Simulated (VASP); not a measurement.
Here is a VASP 6.6.1 calculation.

The input INCAR:

```
SYSTEM = Cu
PREC = Accurate
ENCUT = 520
EDIFF = 1E-6
ISMEAR = 1
SIGMA = 0.1
LREAL = .False.
LASPH = .True.
NELM = 100
ALGO = Normal
ISIF = 2
LWAVE = .False.
LCHARG = .True.
LELF = .True.
LVHAR = .True.
NBANDS = 12
```

The input KPOINTS:

```
Automatic mesh
0
Gamma
  14 14 14
  0 0 0
```

Contents of POSCAR:

```
Cu
1.0
    0.0000000000      1.7768584873      1.7768584873
    1.7768584873      0.0000000000      1.7768584873
    1.7768584873      1.7768584873      0.0000000000
Cu
1
Direct
    0.0000000000      0.0000000000      0.0000000000
```

Potentials or basis: VASP PAW LDA potentials, release 64 (Cu).

Launch:

```bash
$ cat potpaw_LDA.64/Cu/POTCAR > POTCAR
$ mpirun -np 1 vasp_std > vasp.out
```

(1) Estimate the pressure.

Answers

(1) -4.3 GPa.
